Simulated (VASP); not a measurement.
# W3N4 (Pm-3m) in VASP: further runs

Runs on W3N4. Level: PBE. Tasks: single point.

Everything below comes from runs of VASP 6.6.1. Logs are shortened: lines on timing, memory, paths and dates and some standing lists are left out, and cuts for length are marked.

## (1) The cell of the first run

It takes space group Pm-3m (No. 221, cubic). The conventional cell has a = 4.122 Å, b = 4.122 Å, c = 4.122 Å, α = 90.00°, β = 90.00°, γ = 90.00°. W (site symmetry 4/mmm) has 6 N at 2.06 Å within 2.7 Å. Within 2.7 Å of N (site symmetry m-3m) lie 6 W at 2.06 Å. N (site symmetry 4/mmm) has 4 W at 2.06 Å within 2.7 Å.

## (2) Single point, PBE

INCAR

```
PREC = Accurate ; ENCUT = 520
EDIFF = 1E-6 ; ISMEAR = 0
SIGMA = 0.1 ; LREAL = False
LASPH = True ; NELM = 100
ALGO = Normal ; ISIF = 2
LWAVE = False ; LCHARG = False
GGA = PE ; NBANDS = 40
```

KPOINTS

```
regular mesh
0
Gamma
  4 4 4
```

POSCAR

```
W3N4
1.0
    4.1220000000      0.0000000000      0.0000000000
    0.0000000000      4.1220000000      0.0000000000
    0.0000000000      0.0000000000      4.1220000000
W N
3 4
Direct
    0.5000000000      0.5000000000      0.0000000000
    0.0000000000      0.5000000000      0.5000000000
    0.5000000000      0.0000000000      0.5000000000
    0.5000000000      0.5000000000      0.5000000000
    0.5000000000      0.0000000000      0.0000000000
    0.0000000000      0.5000000000      0.0000000000
    0.0000000000      0.0000000000      0.5000000000
```

Potentials or basis: VASP PAW PBE potentials, release 64 (W_sv, N).

Started as:

```
$ cat potpaw_PBE.64/W_sv/POTCAR potpaw_PBE.64/N/POTCAR > POTCAR
$ mpirun -np 1 vasp_std > vasp.out
```

OUTCAR:

```text
PREC = Accurate
   ENCUT = 520
   EDIFF = 1E-6
   ISMEAR = 0
   LREAL = False
   LASPH = True
   NELM = 100
   ISIF = 2
   GGA = PE

 ion  position               nearest neighbor table
   1  0.500  0.500  0.000-   4 2.06   5 2.06   6 2.06   4 2.06   5 2.06   6 2.06   3 2.91   3 2.91
                             3 2.91   2 2.91   3 2.91   2 2.91   2 2.91   2 2.91
   2  0.000  0.500  0.500-   4 2.06   6 2.06   7 2.06   6 2.06   7 2.06   4 2.06   3 2.91   3 2.91
                             1 2.91   1 2.91   3 2.91   1 2.91   1 2.91   3 2.91
   3  0.500  0.000  0.500-   4 2.06   5 2.06   7 2.06   5 2.06   4 2.06   7 2.06   2 2.91   1 2.91
                             2 2.91   1 2.91   1 2.91   2 2.91   1 2.91   2 2.91
   4  0.500  0.500  0.500-   1 2.06   2 2.06   3 2.06   1 2.06   3 2.06   2 2.06
   5  0.500  0.000  0.000-   1 2.06   3 2.06   3 2.06   1 2.06
   6  0.000  0.500  0.000-   1 2.06   2 2.06   2 2.06   1 2.06
   7  0.000  0.000  0.500-   2 2.06   3 2.06   2 2.06   3 2.06

  LATTYP: Found a simple cubic cell.
 ALAT       =     4.1220000000

  Lattice vectors:

 A1 = (   4.1220000000,   0.0000000000,   0.0000000000)
 A2 = (   0.0000000000,   4.1220000000,   0.0000000000)
 A3 = (   0.0000000000,   0.0000000000,   4.1220000000)

Analysis of symmetry for initial positions (statically):
=====================================================================
 Subroutine PRICEL returns:
 Original cell was already a primitive cell.

 Routine SETGRP: Setting up the symmetry group for a
 simple cubic supercell.

 Subroutine GETGRP returns: Found 48 space group operations
 (whereof 48 operations were pure point group operations)
 out of a pool of 48 trial point group operations.

The static configuration has the point symmetry O_h .

Analysis of symmetry for dynamics (positions and initial velocities):
=====================================================================
 Subroutine PRICEL returns:
 Original cell was already a primitive cell.

 Routine SETGRP: Setting up the symmetry group for a
 simple cubic supercell.

 Subroutine GETGRP returns: Found 48 space group operations
 (whereof 48 operations were pure point group operations)
 out of a pool of 48 trial point group operations.

The dynamic configuration has the point symmetry O_h .

 Subroutine INISYM returns: Found 48 space group operations
 (whereof 48 operations are pure point group operations),
 and found     1 'primitive' translations

----------------------------------------------------------------------------------------

                                     Primitive cell

  volume of cell :      70.0364

  direct lattice vectors                    reciprocal lattice vectors
     4.122000000  0.000000000  0.000000000     0.242600679  0.000000000  0.000000000
     0.000000000  4.122000000  0.000000000     0.000000000  0.242600679  0.000000000
     0.000000000  0.000000000  4.122000000     0.000000000  0.000000000  0.242600679

  length of vectors
     4.122000000  4.122000000  4.122000000     0.242600679  0.242600679  0.242600679

  position of ions in fractional coordinates (direct lattice)
     0.500000000  0.500000000  0.000000000
     0.000000000  0.500000000  0.500000000
     0.500000000  0.000000000  0.500000000
     0.500000000  0.500000000  0.500000000
     0.500000000  0.000000000  0.000000000
     0.000000000  0.500000000  0.000000000
     0.000000000  0.000000000  0.500000000

  ion indices of the primitive-cell ions
   primitive index   ion index
                 1           1
                 2           2
                 3           3
                 4           4
                 5           5
                 6           6
                 7           7

----------------------------------------------------------------------------------------

 KPOINTS: regular mesh

Automatic generation of k-mesh.
 Grid dimensions read from file:
 generate k-points for:    4    4    4

 Generating k-lattice:

  Cartesian coordinates                     Fractional coordinates (reciprocal lattice)
     0.060650170  0.000000000  0.000000000     0.250000000  0.000000000  0.000000000
     0.000000000  0.060650170  0.000000000     0.000000000  0.250000000  0.000000000
     0.000000000  0.000000000  0.060650170     0.000000000  0.000000000  0.250000000

  Length of vectors
     0.060650170  0.060650170  0.060650170

  Shift w.r.t. Gamma in fractional coordinates (k-lattice)
     0.000000000  0.000000000  0.000000000

 Subroutine IBZKPT returns following result:
 ===========================================

 Found     10 irreducible k-points:

 Following reciprocal coordinates:
            Coordinates               Weight
  0.000000  0.000000  0.000000      1.000000
  0.250000  0.000000  0.000000      6.000000
  0.500000  0.000000  0.000000      3.000000
  0.250000  0.250000  0.000000     12.000000
  0.500000  0.250000  0.000000     12.000000
  0.500000  0.500000  0.000000      3.000000
  0.250000  0.250000  0.250000      8.000000
  0.500000  0.250000  0.250000     12.000000
  0.500000  0.500000  0.250000      6.000000
  0.500000  0.500000  0.500000      1.000000
   k-points           NKPTS =     10   k-points in BZ     NKDIM =     10   number of bands    NBANDS=     40
   number of dos      NEDOS =    301   number of ions     NIONS =      7
   total plane-waves  NPLWV =  32768
   dimension x,y,z NGX =    32 NGY =   32 NGZ =   32
   dimension x,y,z NGXF=    64 NGYF=   64 NGZF=   64
   ions per type =               3   4
   NGX,Y,Z   is equivalent  to a cutoff of  12.91, 12.91, 12.91 a.u.
   NGXF,Y,Z  is equivalent  to a cutoff of  25.81, 25.81, 25.81 a.u.
 SYSTEM =  unknown system
   PREC   = accura    normal or accurate (medium, high low for compatibility)
   ISTART =      0    job   : 0-new  1-cont  2-samecut
   ICHARG =      2    charge: 1-file 2-atom 10-const
   ISPIN  =      1    spin polarized calculation?
   LNONCOLLINEAR =      F non collinear calculations
   LSORBIT =      F    spin-orbit coupling
   LASPH  =      T    aspherical Exc in radial PAW
   ENCUT  =  520.0 eV  38.22 Ry    6.18 a.u.   7.66  7.66  7.66*2*pi/ulx,y,z
   NELM   =    100;   NELMIN=  2; NELMDL= -5     # of ELM steps
   EDIFF  = 0.1E-05   stopping-criterion for ELM
   LREAL  =      F    real-space projection
   EDIFFG = 0.1E-04   stopping-criterion for IOM
   NSW    =      0    number of steps for IOM
   IBRION =     -1    ionic relax: 0-MD 1-quasi-New 2-CG
   NFREE  =      0    steps in history (QN), initial steepest desc. (CG)
   ISIF   =      2    stress and relaxation
   ISYM   =      2    0-nonsym 1-usesym 2-fastsym
   POTIM  = 0.5000    time-step for ionic-motion
   TEBEG  =    0.0;   TEEND  =   0.0 temperature during run
   PSTRESS=    0.0 pullay stress
   NELECT =      62.0000    total number of electrons
   NUPDOWN=      -1.0000    fix difference up-down
   EMIN   =  10.00;   EMAX   =-10.00  energy-range for DOS
   EFERMI =   0.00;   METHOD = LEGACY
   ISMEAR =     0;   SIGMA  =   0.10  broadening in eV -4-tet -1-fermi 0-gaus
   EFERMI_NEDOS =   21; number of points for ismear=-14 and -15
   IALGO  =     38    algorithm
   IMIX   =      4    mixing-type and parameters
     AMIX     =   0.40;   BMIX     =  1.00
     AMIX_MAG =   1.60;   BMIX_MAG =  1.00
  volume/ion in A,a.u.               =      10.01        67.52
  Fermi-wavevector in a.u.,A,eV,Ry     =   1.571921  2.970500 33.619124  2.470936
  Thomas-Fermi vector in A             =   2.673433
   LORBIT       =      0    0 simple, 1 ext, 2 COOP (PROOUT), +10 PAW based schemes
   GGA     = PE    functional components
   LHFCALC =     F    Hartree Fock is set to
   AEXX    =    0.0000 exact exchange contribution
   IVDW    =     0    specifies the selected vdW correction
   LEPSILON=     F    determine dielectric tensor
   LRPA    =     F    only Hartree local field effects (RPA)
 non-spin polarized calculation
 Gauss-broadening in eV      SIGMA  =   0.10
  energy-cutoff  :      520.00
  volume of cell :       70.04
 maximum number of plane-waves:      1924
 NGX is ok and might be reduce to    32
   NGX = 15   NGY = 15   NGZ = 15

 number of electron      62.0000007 magnetization

 Free energy of the ion-electron system (eV)
  ---------------------------------------------------
  ext. energy  EPLUGINS =         0.00000000
  ---------------------------------------------------
  free energy    TOTEN  =       -71.73968262 eV

  energy without entropy =      -71.71124273  energy(sigma->0) =      -71.72546268

 E-fermi :  11.9014     XC(G=0): -13.3749

 val. band max:       11.8775437492   @ k =   0.5000   0.2500   0.2500
 cond. band min:      11.9544306474   @ k =   0.5000   0.5000   0.2500
 fundamental gap:      0.0768868982
 Fermi energy:        11.9014121739

 k-point     1 :       0.0000    0.0000    0.0000
  band No.  band energies     occupation
      1     -64.0773      2.00000
      2     -63.9882      2.00000
      3     -63.9882      2.00000
      4     -28.8255      2.00000
      5     -28.8255      2.00000
      6     -28.8255      2.00000
[... 32 lines left out ...]
     39      14.6158      0.00000
     40      14.6158      0.00000

 k-point     2 :       0.2500    0.0000    0.0000
  band No.  band energies     occupation
      1     -64.0660      2.00000
      2     -63.9994      2.00000
      3     -63.9881      2.00000
      4     -28.7774      2.00000
      5     -28.7774      2.00000
      6     -28.7490      2.00000
[... 32 lines left out ...]
     39      14.1352      0.00000
     40      14.6205      0.00000

 k-point     3 :       0.5000    0.0000    0.0000
  band No.  band energies     occupation
      1     -64.0475      2.00000
      2     -64.0177      2.00000
      3     -63.9879      2.00000
      4     -28.7188      2.00000
      5     -28.7188      2.00000
      6     -28.6143      2.00000
[... 251 lines left out ...]
  band No.  band energies     occupation
      1     -64.0174      2.00000
      2     -64.0174      2.00000
      3     -64.0174      2.00000
      4     -29.1743      2.00000
      5     -28.6452      2.00000
      6     -28.5435      2.00000
[... 32 lines left out ...]
     39      17.8827      0.00000
     40      17.8827      0.00000

 k-point    10 :       0.5000    0.5000    0.5000
  band No.  band energies     occupation
      1     -64.0172      2.00000
      2     -64.0172      2.00000
      3     -64.0172      2.00000
      4     -29.3046      2.00000
      5     -28.6442      2.00000
      6     -28.6442      2.00000
[... 32 lines left out ...]
     39      17.6206      0.00000
     40      17.6206      0.00000

------------------------ aborting loop because EDIFF is reached ----------------------------------------

  FORCE on cell =-STRESS in cart. coord.  units (eV):
  Direction    XX          YY          ZZ          XY          YZ          ZX
  --------------------------------------------------------------------------------------
  -------------------------------------------------------------------------------------
  Total       13.2895618     13.2895618     13.2895618      0.0000000      0.0000000      0.0000000
  in kB      304.0165886    304.0165886    304.0165886      0.0000000      0.0000000      0.0000000
  external PRESSURE =     304.0165886 kB  Pullay stress =       0.0000000 kB

 VOLUME and BASIS-vectors are now :
 -----------------------------------------------------------------------------
  energy-cutoff  :      520.00
  volume of cell :       70.04
      direct lattice vectors                 reciprocal lattice vectors
     4.122000000  0.000000000  0.000000000     0.242600679  0.000000000  0.000000000
     0.000000000  4.122000000  0.000000000     0.000000000  0.242600679  0.000000000
     0.000000000  0.000000000  4.122000000     0.000000000  0.000000000  0.242600679

 POSITION                                       TOTAL-FORCE (eV/Angst)
 -----------------------------------------------------------------------------------
      2.06100      2.06100      0.00000         0.000000      0.000000      0.000000
      0.00000      2.06100      2.06100         0.000000      0.000000      0.000000
      2.06100      0.00000      2.06100         0.000000      0.000000      0.000000
      2.06100      2.06100      2.06100         0.000000      0.000000      0.000000
      2.06100      0.00000      0.00000         0.000000      0.000000      0.000000
      0.00000      2.06100      0.00000         0.000000      0.000000      0.000000
      0.00000      0.00000      2.06100         0.000000      0.000000      0.000000
 -----------------------------------------------------------------------------------
    total drift:                                0.000000     -0.000000     -0.000000

  FREE ENERGIE OF THE ION-ELECTRON SYSTEM (eV)
  ---------------------------------------------------
  free  energy   TOTEN  =       -71.7396826173 eV

  energy  without entropy=      -71.7112427331  energy(sigma->0) =      -71.72546268
```

Run time: 37 s. Hardware: 1 thread of Intel Xeon 8259CL, shared host; peak memory 0.18 GiB.

What came out:

```
Free energy            : -71.7397 eV
Pressure               : 30.4 GPa
Band gap on the k mesh : zero (band 31 reaches 12.90 eV, above the bottom of band 32 at 10.31 eV)
```

Levels at points of the mesh, in eV from the Fermi level:
```
           k point  band 28  band 29  band 30  band 31  band 32  band 33  band 34  band 35
(0.00, 0.00, 0.00)    -3.83    -2.56    -2.56    -2.56    -1.14    -1.14    -1.14    -0.52
(0.50, 0.00, 0.00)    -4.03    -3.89    -2.05    -0.25    -0.25    -0.21    -0.06    -0.06
(0.50, 0.50, 0.00)    -1.92    -0.81     0.12     0.14     0.28     0.28     1.14     1.14
(0.50, 0.50, 0.50)    -3.29     1.00     1.00     1.00     1.58     1.58     1.58     2.53
```

Caveat: the k points lie up to 0.38 Å⁻¹ apart; spin-orbit coupling is left out, which moves the levels of the heavy elements.

## (3) Single point, PBE

INCAR

```
SYSTEM = W3N4
PREC = Accurate
ENCUT = 520
EDIFF = 1E-6
ISMEAR = 0
SIGMA = 0.1
LREAL = .False.
LASPH = .True.
NELM = 100
ALGO = Normal
ISIF = 2
LWAVE = .False.
LCHARG = .True.
GGA = PE
LELF = .True.
LVHAR = .True.
NBANDS = 40
```

KPOINTS

```
Automatic mesh
0
Gamma
  4 4 4
  0.5 0.5 0.5
```

POSCAR is that of step 2.

Potentials or basis: VASP PAW PBE potentials, release 64 (W_sv, N).

Started as:

```
$ cat potpaw_PBE.64/W_sv/POTCAR potpaw_PBE.64/N/POTCAR > POTCAR
$ mpirun -np 1 vasp_std > vasp.out
```

Run time: 25 s. Hardware: 1 thread of Intel Xeon 8259CL, shared host; peak memory 0.18 GiB.

It converged, with:

* Free energy: -72.3131 eV
* Pressure: 28.3 GPa
* Band gap on the k mesh: zero (band 31 reaches 11.78 eV, above the bottom of band 32 at 11.00 eV)

Levels at points of the mesh, in eV from the Fermi level:
```tsv
k point	band 27	band 28	band 29	band 30	band 31	band 32	band 33	band 34	band 35	band 36
(0.12, 0.12, 0.12)	-3.57	-3.43	-3.43	-2.82	-2.82	-0.12	-0.12	0.27	1.46	1.46
```

Caveat: the k points lie up to 0.38 Å⁻¹ apart; spin-orbit coupling is left out, which moves the levels of the heavy elements.

## (4) Single point, PBE

INCAR

```
SYSTEM = W3N4
PREC = Accurate
ENCUT = 520
EDIFF = 1E-7
ISMEAR = 0
SIGMA = 0.1
LREAL = .False.
LASPH = .True.
NELM = 60
ALGO = Normal
ISIF = 2
LWAVE = .False.
LCHARG = .False.
GGA = PE
NBANDS = 40
```

KPOINTS

```
regular mesh
0
Gamma
  6 6 6
  0 0 0
```

POSCAR is that of step 3.

Started as:

```
$ cat potpaw_PBE.64/W_sv/POTCAR potpaw_PBE.64/N/POTCAR > POTCAR
$ mpirun -np 1 vasp_std > vasp.out
```

Run time: 70 s. Hardware: 1 thread of Intel Xeon 8259CL, shared host; peak memory 0.2 GiB.

The run converged. Its results:

| Item | Value |
| --- | --- |
| Free energy | -72.0406 eV |
| Pressure | 29.4 GPa |
| Band gap on the k mesh | zero (band 31 reaches 12.87 eV, above the bottom of band 32 at 10.07 eV) |

Levels at points of the mesh, in eV from the Fermi level:
| k point | band 27 | band 28 | band 29 | band 30 | band 31 | band 32 | band 33 | band 34 | band 35 | band 36 |
| --- | --- | --- | --- | --- | --- | --- | --- | --- | --- | --- |
| (0.00, 0.00, 0.00) | -3.56 | -3.56 | -2.29 | -2.29 | -2.29 | -0.90 | -0.90 | -0.90 | -0.31 | -0.31 |
| (0.50, 0.00, 0.00) | -3.77 | -3.77 | -3.61 | -1.81 | -0.04 | -0.04 | 0.00 | 0.19 | 0.19 | 2.13 |
| (0.50, 0.50, 0.00) | -5.81 | -1.65 | -0.59 | 0.34 | 0.36 | 0.52 | 0.52 | 1.36 | 1.36 | 2.28 |
| (0.50, 0.50, 0.50) | -3.03 | -3.03 | 1.22 | 1.22 | 1.22 | 1.79 | 1.79 | 1.79 | 2.77 | 2.77 |

Caveat: spin-orbit coupling is left out, which moves the levels of the heavy elements.

(Continued in part 2 of 2.)
